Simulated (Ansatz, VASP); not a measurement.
## Ge: VASP beside Ansatz

```
CELL_PARAMETERS angstrom
0.00000 2.81092 2.81092
2.81092 0.00000 2.81092
2.81092 2.81092 0.00000
ATOMIC_POSITIONS crystal
Ge 0.87500 0.87500 0.87500
Ge 0.12500 0.12500 0.12500
```

Alike in both runs: functional LDA; k mesh 10 × 10 × 10; occupations fermi-dirac, width 0.02 eV; no spin polarisation.

Ansatz relaxed the structure, and its values are those at the end. VASP's run is a single point on that final structure, the one shown.

```csv
,VASP,Ansatz
version,VASP 6.6.1,Ansatz 0.2.0
potentials or method,"VASP PAW LDA potentials, release 64 (Ge_d)","PAW with Ansatz's default frozen-core files, scalar-relativistic"
plane-wave cutoff (eV),520,420
valence electrons in the cell,28,28
```

```csv
,VASP,Ansatz,Ansatz less VASP
pressure (GPa),0.2,0.0,-0.20
```

LDA's correlation is that of Perdew and Zunger in VASP and of Perdew and Wang (1992) in Ansatz.
